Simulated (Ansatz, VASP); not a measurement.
**One calculation of SiMo3, two programs**

```
Si Mo
1.0
     4.88900    0.00000    0.00000
     0.00000    4.88900    0.00000
     0.00000    0.00000    4.88900
Si Mo
2 6
Direct
  0.00000 0.00000 0.00000
  0.50000 0.50000 0.50000
  0.25000 0.00000 0.50000
  0.50000 0.75000 0.00000
  0.75000 0.00000 0.50000
  0.50000 0.25000 0.00000
  0.00000 0.50000 0.75000
  0.00000 0.50000 0.25000
```

Alike in both runs: functional PBE; k mesh 7 × 7 × 7; occupations fermi-dirac, width 0.05 eV; no spin polarisation.

Ansatz relaxed the structure, and its values are those at the end. VASP's run is a single point on that final structure, the one shown.

```csv
,VASP,Ansatz
version,VASP 6.6.1,Ansatz 0.2.0
potentials or method,"VASP PAW PBE potentials, release 64 (Si, Mo_sv)","plane-wave PAW, scalar-relativistic"
plane-wave cutoff (eV),520,420
valence electrons in the cell,92,92
```

Ansatz gave:

```
pressure (GPa) : 2.4
```

Problem. What did VASP give for the same quantities?

Solution. Pressure (GPa): 2.9.

With one functional, cell and mesh, what is left measures potentials, basis and numerics. Ansatz's warnings: stress scf threshold loose.
